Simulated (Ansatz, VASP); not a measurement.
**One calculation of ZnO, two programs**

Contents of INCAR:

```
SYSTEM = ZnO
ALGO     = Normal         ! electronic algorithm
EDIFF    = 1E-6           ! SCF threshold, eV
ENCUT    = 520            ! plane-wave cutoff, eV
GGA      = PE             ! functional
ISIF     = 2              ! what is computed and relaxed
ISMEAR   = -1             ! smearing method
LASPH    = .True.         ! aspherical terms in the spheres
LCHARG   = .False.        ! write CHGCAR
LREAL    = .False.        ! projectors in reciprocal space
LWAVE    = .False.        ! write WAVECAR
NBANDS   = 26             ! bands
NELM     = 80             ! most SCF steps
PREC     = Accurate       ! precision mode
SIGMA    = 0.02           ! smearing width, eV
```

Contents of KPOINTS:

```
k-points
0
Gamma
  11 11 6
  0 0 0
```

File POSCAR:

```
ZnO
1.0
    3.2921588739      0.0000000000      0.0000000000
   -1.6460794369      2.8510932180      0.0000000000
    0.0000000000      0.0000000000      5.2722789056
Zn O
2 2
Direct
    0.3333333333      0.6666666667      0.0000000000
    0.6666666667      0.3333333333      0.5000000000
    0.3333333333      0.6666666667      0.3821000000
    0.6666666667      0.3333333333      0.8821000000
```

Input for Ansatz:

```yaml
crystal:
  lattice:
    - [3.2921588739, 0.0, 0.0]
    - [-1.6460794369, 2.851093218, 0.0]
    - [0.0, 0.0, 5.2722789056]
  atoms:
    - { symbol: Zn, position: [0.3333333333, 0.6666666667, 0.0] }
    - { symbol: Zn, position: [0.6666666667, 0.3333333333, 0.5] }
    - { symbol: O, position: [0.3333333333, 0.6666666667, 0.3821] }
    - { symbol: O, position: [0.6666666667, 0.3333333333, 0.8821] }
kpoints:
  mp_grid: { grid: [11, 11, 6] }
  band_path:
    path:
      - [0.0, 0.0, 0.0]
      - [0.5, 0.0, 0.0]
      - [0.3333333333, 0.3333333333, 0.0]
      - [0.0, 0.0, 0.0]
      - [0.0, 0.0, 0.5]
      - [0.5, 0.0, 0.5]
      - [0.3333333333, 0.3333333333, 0.5]
      - [0.0, 0.0, 0.5]
      - [0.5, 0.0, 0.5]
    npoints: 5
scf:
  occupations: { method: fermi_dirac, width: 0.02 }
hamiltonian:
  xc: pbe
  pseudopotentials: { kind: all_electron, lapw: { basis_error: 0.0005 } }
output:
  forces: true
  stress: true
  eigenvalues: true
```

Change from the starting cell: volume scaled by 1.04.

Alike in both runs: task single point; functional PBE; k mesh 11 × 11 × 6; occupations fermi-dirac, width 0.02 eV; no spin polarisation.

|  | VASP | Ansatz |
| --- | --- | --- |
| version | VASP 6.6.1 | Ansatz 0.2.0 |
| potentials or method | VASP PAW PBE potentials, release 64 (Zn, O), cutoff 520 eV | all-electron LAPW, scalar-relativistic |

VASP gave:

- gap on the k mesh at the Fermi level (eV): 0.73
- pressure (GPa): 0.4
- traceless stress, the component that is largest in VASP (GPa): 0.29
- rms of the force components (eV/Å): 0.019

Problem. What did Ansatz give for the same quantities?

Solution. gap on the k mesh at the Fermi level (eV): 0.76; pressure (GPa): -0.6; traceless stress, the component that is largest in VASP (GPa): 0.30; rms of the force components (eV/Å): 0.018.

Atom by atom the forces differ by 0.000 eV/Å (rms over components). Ansatz ran all-electron here, and VASP with PAW potentials.
